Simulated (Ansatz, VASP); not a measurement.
Two plane-wave programs on CuO

```xyz
4
Lattice="2.0823 -2.0882 0.0000 2.0823 2.0882 0.0000 0.0000 0.0000 5.1505" Properties=species:S:1:pos:R:3 pbc="T T T"
Cu    1.0412    1.0441    2.5752
Cu    1.0412   -1.0441    0.0000
O     2.0823    0.0000    3.8629
O     2.0823    0.0000    1.2876
```

Alike in both runs: functional PBE; k mesh 16 × 16 × 10; occupations gaussian, width 0.1 eV; no spin polarisation.

Ansatz relaxed the structure, and its values are those at the end. VASP's run is a single point on that final structure, the one shown.

|  | VASP | Ansatz |
| --- | --- | --- |
| version | VASP 6.6.1 | Ansatz 0.2.0 |
| potentials or method | VASP PAW PBE potentials, release 64 (Cu, O), cutoff 520 eV | scalar-relativistic, plane waves, PAW |
| valence electrons in the cell | 34 | 50 |

```csv
,VASP,Ansatz,Ansatz less VASP
gap on the k mesh at the Fermi level (eV),none,none,-
pressure (GPa),0.7,0.0,-0.69
```

A gap of «none» marks a metal or a gap that the smearing closes. VASP's potentials hold 34 valence electrons a cell and Ansatz's 50, so a difference there can come from the potentials and not from the codes.
